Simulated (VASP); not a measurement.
# RbBr in VASP: further runs, part 2 of 2

VASP 6.6.1. The steps go on from the part before.

## 3. Single point, PBE

File INCAR:

```
SYSTEM = RbBr
ALGO = Normal ; EDIFF = 1E-6
ENCUT = 500 ; GGA = PE
GGA_COMPAT = .FALSE. ; ISIF = 2
ISMEAR = 0 ; LASPH = .TRUE.
LCHARG = .FALSE. ; LREAL = .FALSE.
LWAVE = .FALSE. ; NBANDS = 15
NELM = 120 ; PREC = Accurate
SIGMA = 0.1
```

File KPOINTS:

```
k-points
0
G
  4 4 4
  0 0 0
```

File POSCAR:

```
RbBr
1.0
   -2.4746839311      2.4746839311      3.4816236498
    2.4746839311     -2.4746839311      3.4816236498
    2.4746839311      2.4746839311     -3.4816236498
Rb Br
1 1
Direct
    0.6189296438      0.6189296438      0.0000000000
    0.1196453662      0.1196453662      0.0000000000
```

Potentials or basis: VASP PAW PBE potentials, release 64 (Rb_sv, Br).

Run with:

```console
> cat potpaw_PBE.64/Rb_sv/POTCAR potpaw_PBE.64/Br/POTCAR > POTCAR
> mpirun -np 1 vasp_std > vasp.out
```

OUTCAR:

```text
SYSTEM = RbBr
   EDIFF = 1E-6
   ENCUT = 500
   GGA = PE
   ISIF = 2
   ISMEAR = 0
   LASPH = .TRUE.
   LREAL = .FALSE.
   NELM = 120
   PREC = Accurate

 ion  position               nearest neighbor table
   1  0.619  0.619  0.000-   2 3.48   2 3.49   2 3.50   2 3.50   2 3.50   2 3.50
   2  0.120  0.120  0.000-   1 3.48   1 3.49   1 3.50   1 3.50   1 3.50   1 3.50

  LATTYP: Found a body centered tetragonal cell.
 ALAT       =     4.9493678622
 C/A-ratio  =     1.4068962933

  Lattice vectors:

 A1 = (  -2.4746839311,   2.4746839311,   3.4816236498)
 A2 = (   2.4746839311,  -2.4746839311,   3.4816236498)
 A3 = (   2.4746839311,   2.4746839311,  -3.4816236498)

Analysis of symmetry for initial positions (statically):
=====================================================================
 Subroutine PRICEL returns:
 Original cell was already a primitive cell.

 Routine SETGRP: Setting up the symmetry group for a
 body centered tetragonal supercell.

 Subroutine GETGRP returns: Found  8 space group operations
 (whereof  8 operations were pure point group operations)
 out of a pool of 16 trial point group operations.

The static configuration has the point symmetry C_4v.

Analysis of symmetry for dynamics (positions and initial velocities):
=====================================================================
 Subroutine PRICEL returns:
 Original cell was already a primitive cell.

 Routine SETGRP: Setting up the symmetry group for a
 body centered tetragonal supercell.

 Subroutine GETGRP returns: Found  8 space group operations
 (whereof  8 operations were pure point group operations)
 out of a pool of 16 trial point group operations.

The dynamic configuration has the point symmetry C_4v.

 Subroutine INISYM returns: Found  8 space group operations
 (whereof  8 operations are pure point group operations),
 and found     1 'primitive' translations

[... 109 lines left out ...]
   AEXX    =    0.0000 exact exchange contribution
   IVDW    =     0    specifies the selected vdW correction
   LEPSILON=     F    determine dielectric tensor
   LRPA    =     F    only Hartree local field effects (RPA)
 non-spin polarized calculation
 Gauss-broadening in eV      SIGMA  =   0.10
  energy-cutoff  :      500.00
  volume of cell :       85.29
 maximum number of plane-waves:      2192
   NGX = 17   NGY = 17   NGZ = 17

 number of electron      16.0000001 magnetization

 Free energy of the ion-electron system (eV)
  ---------------------------------------------------
  ext. energy  EPLUGINS =         0.00000000
  ---------------------------------------------------
  free energy    TOTEN  =        -6.11453148 eV

  energy without entropy =       -6.11453148  energy(sigma->0) =       -6.11453148

 E-fermi :  -1.4841     XC(G=0):  -7.0074

 val. band max:       -1.9582942836   @ k =   0.0000   0.0000   0.0000
 cond. band min:       2.2581414286   @ k =   0.0000   0.0000   0.0000
 fundamental gap:      4.2164357122
 Fermi energy:        -1.4840913519

 k-point     1 :       0.0000    0.0000    0.0000
  band No.  band energies     occupation
      1     -26.5011      2.00000
      2     -14.0874      2.00000
      3     -10.5731      2.00000
      4     -10.5731      2.00000
      5     -10.5731      2.00000
      6      -1.9626      2.00000
      7      -1.9626      2.00000
      8      -1.9583      2.00000
      9       2.2581      0.00000
     10       5.2869      0.00000
     11       5.2869      0.00000
     12       5.3162      0.00000
     13       6.1327      0.00000
     14       6.1586      0.00000
[... 203 lines left out ...]
      2     -14.0405      2.00000
      3     -10.7180      2.00000
      4     -10.6313      2.00000
      5     -10.6313      2.00000
      6      -2.4128      2.00000
      7      -2.1199      2.00000
      8      -2.1199      2.00000
      9       3.6962      0.00000
     10       4.9550      0.00000
     11       6.9605      0.00000
     12       7.1342      0.00000
     13       7.2468      0.00000
     14       8.6330      0.00000
     15       8.6330      0.00000

------------------------ aborting loop because EDIFF is reached ----------------------------------------

  FORCE on cell =-STRESS in cart. coord.  units (eV):
  Direction    XX          YY          ZZ          XY          YZ          ZX
  --------------------------------------------------------------------------------------
  -------------------------------------------------------------------------------------
  Total        0.0708874      0.0708874      0.1401566      0.0000000      0.0000000      0.0000000
  in kB        1.3316746      1.3316746      2.6329512      0.0000000      0.0000000      0.0000000
  external PRESSURE =       1.7654335 kB  Pullay stress =       0.0000000 kB

 VOLUME and BASIS-vectors are now :
 -----------------------------------------------------------------------------
  energy-cutoff  :      500.00
  volume of cell :       85.29
      direct lattice vectors                 reciprocal lattice vectors
    -2.474683931  2.474683931  3.481623650     0.000000000  0.202046004  0.143611157
     2.474683931 -2.474683931  3.481623650     0.202046004  0.000000000  0.143611157
     2.474683931  2.474683931 -3.481623650     0.202046004  0.202046004  0.000000000

 POSITION                                       TOTAL-FORCE (eV/Angst)
 -----------------------------------------------------------------------------------
      0.00000      0.00000      4.30976        -0.000000     -0.000000      0.005086
      0.00000      0.00000      0.83312         0.000000      0.000000     -0.005086
 -----------------------------------------------------------------------------------
    total drift:                               -0.000000     -0.000000     -0.000072

  FREE ENERGIE OF THE ION-ELECTRON SYSTEM (eV)
  ---------------------------------------------------
  free  energy   TOTEN  =        -6.1145314805 eV

  energy  without entropy=       -6.1145314805  energy(sigma->0) =       -6.11453148
```

OSZICAR:

```text
N       E                     dE             d eps       ncg     rms          rms(c)
DAV:   1     0.805954818667E+02    0.80595E+02   -0.62869E+03   390   0.845E+02
DAV:   2     0.134503167038E+00   -0.80461E+02   -0.76030E+02   511   0.170E+02
DAV:   3    -0.616588800380E+01   -0.63004E+01   -0.62786E+01   628   0.475E+01
DAV:   4    -0.634635430209E+01   -0.18047E+00   -0.18045E+00   537   0.594E+00
DAV:   5    -0.634902560371E+01   -0.26713E-02   -0.26713E-02   571   0.611E-01    0.265E+00
DAV:   6    -0.612003638966E+01    0.22899E+00   -0.28221E-01   502   0.236E+00    0.173E+00
DAV:   7    -0.610115758029E+01    0.18879E-01   -0.12899E-01   516   0.170E+00    0.909E-01
DAV:   8    -0.611363623897E+01   -0.12479E-01   -0.14738E-02   404   0.700E-01    0.113E-01
DAV:   9    -0.611406206499E+01   -0.42583E-03   -0.72659E-04   544   0.134E-01    0.730E-02
DAV:  10    -0.611452547927E+01   -0.46341E-03   -0.62692E-04   404   0.134E-01    0.312E-02
DAV:  11    -0.611452423757E+01    0.12417E-05   -0.39542E-05   519   0.302E-02    0.587E-03
DAV:  12    -0.611453116026E+01   -0.69227E-05   -0.94048E-06   404   0.183E-02    0.150E-03
DAV:  13    -0.611453148047E+01   -0.32021E-06   -0.40072E-07   426   0.361E-03
   1 F= -.61145315E+01 E0= -.61145315E+01  d E =-.352532E-12
```

It took 30 s on 1 thread of Intel Xeon 8259CL, shared host; peak memory 0.21 GiB.

What came out:

```yaml
Free_energy: -6.1145 eV
Pressure: 0.2 GPa
Largest_force: 0.005 eV/Å
Band_gap_on_the_k_mesh: 4.22 eV
```

Forces in eV/Å, atoms in the order of the input:
```
Rb   0.000  0.000  0.005
Br   0.000  0.000 -0.005
```

Stress tensor (GPa, compression positive):
```
0.13 0.00 0.00
0.00 0.13 0.00
0.00 0.00 0.26
```

Levels at points of the mesh, in eV from the valence-band top:
```
           k point  band 6  band 7  band 8  band 9  band 10  band 11
(0.00, 0.00, 0.00)    0.00    0.00    0.00    4.22     7.25     7.25
(0.50, 0.00, 0.00)   -0.90   -0.31   -0.31    6.66     7.51     9.30
(0.50, 0.50, 0.00)   -0.46   -0.16   -0.16    5.66     6.91     8.90
(0.50, 0.50, 0.50)   -0.45   -0.16   -0.16    5.65     6.91     8.92
```
